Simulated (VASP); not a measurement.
Here is a VASP 6.6.1 calculation.

The input INCAR:

```
  PREC = Accurate
  ENCUT = 520
  EDIFF = 1E-8
  ISMEAR = -1
  SIGMA = 0.08
  LREAL = F
  LASPH = T
  NELM = 60
  ALGO = Normal
  ISIF = 2
  LWAVE = F
  LCHARG = F
  GGA = PE
  LEFG = T
  NBANDS = 19
```

Contents of KPOINTS:

```
regular mesh
0
Gamma
  13 13 7
```

The input POSCAR:

```
Ti
1.0
    2.9201978648      0.0000000000      0.0000000000
   -1.4600989324      2.5289655350      0.0000000000
    0.0000000000      0.0000000000      4.6386634303
Ti
2
Direct
    0.3333333333      0.6666666667      0.2500000000
    0.6666666667      0.3333333333      0.7500000000
```

Potentials or basis: VASP PAW PBE potentials, release 64 (Ti_sv).

Run with:

```console
$ cat potpaw_PBE.64/Ti_sv/POTCAR > POTCAR
$ mpirun -np 1 vasp_std > vasp.out
```

(1) Estimate the pressure.

(2) Estimate the band gap on the k mesh.

## Answers

(1) 1.5 GPa.

(2) zero (band 12 reaches 9.27 eV, above the bottom of band 13 at 8.15 eV).

Caveat: without QUAD_EFG the Cq values of the log hold for a quadrupole moment of 1 mb, not for the nuclei.
